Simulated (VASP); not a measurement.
Here is a VASP 6.6.1 calculation.

Contents of INCAR:

```
SYSTEM = Nb
PREC = Accurate ; ENCUT = 520
EDIFF = 1E-8 ; ISMEAR = -1
SIGMA = 0.03 ; LREAL = .FALSE.
LASPH = .TRUE. ; NELM = 100
ALGO = Normal ; ISIF = 2
LWAVE = .FALSE. ; LCHARG = .FALSE.
GGA = PE ; LEFG = .TRUE.
NBANDS = 12
```

Contents of KPOINTS:

```
regular mesh
0
G
  15 15 15
  0 0 0
```

The input POSCAR:

```
Nb
1.0
   -1.6639500000      1.6639500000      1.6639500000
    1.6639500000     -1.6639500000      1.6639500000
    1.6639500000      1.6639500000     -1.6639500000
Nb
1
Direct
    0.0000000000      0.0000000000      0.0000000000
```

Potentials or basis: VASP PAW PBE potentials, release 64 (Nb_sv).

Command:

```bash
$ cat potpaw_PBE.64/Nb_sv/POTCAR > POTCAR
$ mpirun -np 1 vasp_std > vasp.out
```

(1) Estimate the pressure.

## Answers

(1) -2.8 GPa.

Caveat: without QUAD_EFG the Cq values of the log hold for a quadrupole moment of 1 mb, not for the nuclei.
